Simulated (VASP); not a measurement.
## InP (rocksalt type): electric field gradients with PBE

Crystal: InP (rocksalt type).

```
In P
1.0
     0.00000    2.71448    2.71448
     2.71448    0.00000    2.71448
     2.71448    2.71448    0.00000
In P
1 1
Direct
  0.00000 0.00000 0.00000
  0.50000 0.50000 0.50000
```

```json
{
  "Program": "VASP 6.6.1",
  "Task": "electric field gradients",
  "Functional": "PBE",
  "Potentials or basis": "VASP PAW PBE potentials, release 64 (In_d, P)",
  "Cutoff": "520 eV",
  "k mesh": "14 × 14 × 14",
  "Occupations": "fermi-dirac, width 0.08 eV",
  "Spin": "no spin polarisation",
  "Dipole correction": "no",
  "Further INCAR settings": "ALGO = Normal; EDIFF = 1e-08; NBANDS = 16"
}
```

```
Pressure                                : 5.2 GPa
Band gap on the k mesh                  : zero (bands 9 and 10 overlap by 2.75 eV)
Largest electric field gradient by atom : zero within the noise of the run
```

Levels at points of the mesh, in eV from the Fermi level:
| k point | band 7 | band 8 | band 9 | band 10 | band 11 | band 12 |
| --- | --- | --- | --- | --- | --- | --- |
| (0.00, 0.00, 0.00) | -0.32 | -0.32 | -0.32 | 1.03 | 7.12 | 7.12 |
| (0.50, 0.00, 0.00) | -6.95 | 0.17 | 0.17 | 2.54 | 3.41 | 3.41 |
| (0.50, 0.50, 0.00) | -5.32 | -2.52 | -2.52 | -2.42 | 3.73 | 10.40 |

Wall time 2.5 min on 1 thread of Intel Xeon 8259CL (shared host), peak memory 0.21 GiB.

Caveat: the cell stands under pressure; spin-orbit coupling is left out, which moves the levels of the heavy elements.
